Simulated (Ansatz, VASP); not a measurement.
## GaP in VASP and in Ansatz

INCAR

```
PREC = Accurate
ENCUT = 520
EDIFF = 1E-6
ISMEAR = 0
SIGMA = 0.05
LREAL = False
LASPH = True
NELM = 80
ALGO = Normal
ISIF = 2
LWAVE = False
LCHARG = False
GGA = PS
NBANDS = 16
```

KPOINTS

```
regular mesh
0
Gamma
  10 10 10
```

The input POSCAR:

```
GaP
1.0
    0.0000000000      2.7260397164      2.7260397164
    2.7260397164      0.0000000000      2.7260397164
    2.7260397164      2.7260397164      0.0000000000
Ga P
1 1
Direct
    0.0000000000      0.0000000000      0.0000000000
    0.7500000000      0.7500000000      0.7500000000
```

Input for Ansatz:

```yaml
crystal:
  lattice:
    - [0.0, 2.7260397164, 2.7260397164]
    - [2.7260397164, 0.0, 2.7260397164]
    - [2.7260397164, 2.7260397164, 0.0]
  atoms:
    - { symbol: Ga, position: [0.0, 0.0, 0.0] }
    - { symbol: P, position: [0.75, 0.75, 0.75] }
basis:
  ecutwfc: 420
  ecutrho_ratio: 4
kpoints:
  mp_grid: { grid: [10, 10, 10] }
hamiltonian:
  xc: pbesol
scf:
  occupations: { method: gaussian, width: 0.05 }
output:
  forces: true
  stress: true
  eigenvalues: true
```

Alike in both runs: task single point; functional PBEsol; k mesh 10 × 10 × 10; occupations gaussian, width 0.05 eV; no spin polarisation.

|  | VASP | Ansatz |
| --- | --- | --- |
| version | VASP 6.6.1 | Ansatz 0.2.0 |
| potentials or method | VASP PAW PBE potentials, release 64 (Ga_d, P), cutoff 520 eV | scalar-relativistic, plane waves, PAW |
| valence electrons in the cell | 18 | 18 |

|  | VASP | Ansatz | Ansatz less VASP |
| --- | --- | --- | --- |
| gap on the k mesh at the Fermi level (eV) | 1.48 | 1.48 | -0.001 |
| least direct gap on the mesh (eV) | 1.74 | 1.74 | -0.007 |
| pressure (GPa) | -0.7 | -0.6 | +0.09 |

VASP's potentials were made for PBE, not for PBEsol.
